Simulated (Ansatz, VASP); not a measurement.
GaSb in VASP and in Ansatz

```
Ga Sb
1.0
     0.00000    3.03109    2.95111
     2.95111    0.00000    2.95111
     2.95111    3.03109    0.00000
Ga Sb
1 1
Direct
  0.00000 0.00000 0.00000
  0.75000 0.75000 0.75000
```

Alike in both runs: task single point; functional PBE; k mesh 14 × 14 × 14; occupations gaussian, width 0.15 eV; no spin polarisation.

|  | VASP | Ansatz |
| --- | --- | --- |
| version | VASP 6.6.1 | Ansatz 0.2.0 |
| potentials or method | VASP PAW PBE potentials, release 64 (Ga_d, Sb), cutoff 520 eV | scalar-relativistic, plane waves, PAW |
| valence electrons in the cell | 18 | 28 |

|  | VASP | Ansatz | Ansatz less VASP |
| --- | --- | --- | --- |
| gap on the k mesh at the Fermi level (eV) | 0.51 | 0.52 | +0.007 |
| least direct gap on the mesh (eV) | 0.57 | 0.57 | +0.001 |
| pressure (GPa) | 7.8 | 7.7 | -0.08 |
| traceless stress, the component that is largest in VASP (GPa) | -0.82 | -0.82 | -0.001 |

The functional is the same, so the differences come from potentials, cutoffs and numerics. VASP's potentials hold 18 valence electrons a cell and Ansatz's 28, so a difference there can come from the potentials and not from the codes.

Spin-orbit coupling is off throughout.
